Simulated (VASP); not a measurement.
A run of VASP 6.6.1:

INCAR

```
PREC = Accurate
ENCUT = 520
EDIFF = 1E-6
ISMEAR = -1
SIGMA = 0.1
LREAL = False
LASPH = True
NELM = 60
ALGO = Normal
ISIF = 2
LWAVE = False
LCHARG = False
GGA = PE
NBANDS = 50
```

KPOINTS

```
regular mesh
0
Gamma
  6 6 6
```

Contents of POSCAR:

```
K2NiWO6
1.0
    0.0000000000      5.6331310000      0.0000000000
    5.6331310000      0.0000000000      0.0000000000
    2.8165650000      2.8165650000     -4.0106820000
O W K Ni
6 1 2 1
Direct
    0.2270000000      0.2890000000      0.0000000000
    0.2890000000      0.7730000000      0.0000000000
    0.7730000000      0.7110000000      0.0000000000
    0.7110000000      0.2270000000      0.0000000000
    0.2550000000      0.2550000000      0.4900000000
    0.7450000000      0.7450000000      0.5100000000
    0.5000000000      0.5000000000      0.0000000000
    0.7500000000      0.2500000000      0.5000000000
    0.2500000000      0.7500000000      0.5000000000
    0.0000000000      0.0000000000      0.0000000000
```

Potentials or basis: VASP PAW PBE potentials, release 64 (O, W_sv, K_sv, Ni).

Command:

```console
$ cat potpaw_PBE.64/O/POTCAR potpaw_PBE.64/W_sv/POTCAR potpaw_PBE.64/K_sv/POTCAR potpaw_PBE.64/Ni/POTCAR > POTCAR
$ mpirun -np 1 vasp_std > vasp.out
```

Hardware: 1 thread of AMD EPYC 7R43 64-Core Processor (Zen 3), with other jobs on the host.

How long does it take, and how much memory?

Wall time 6.6 min on 1 thread of AMD EPYC 7R43 64-Core Processor (Zen 3), on a shared host, peak memory 0.35 GiB. Counts: scf iterations 20, k points 36.
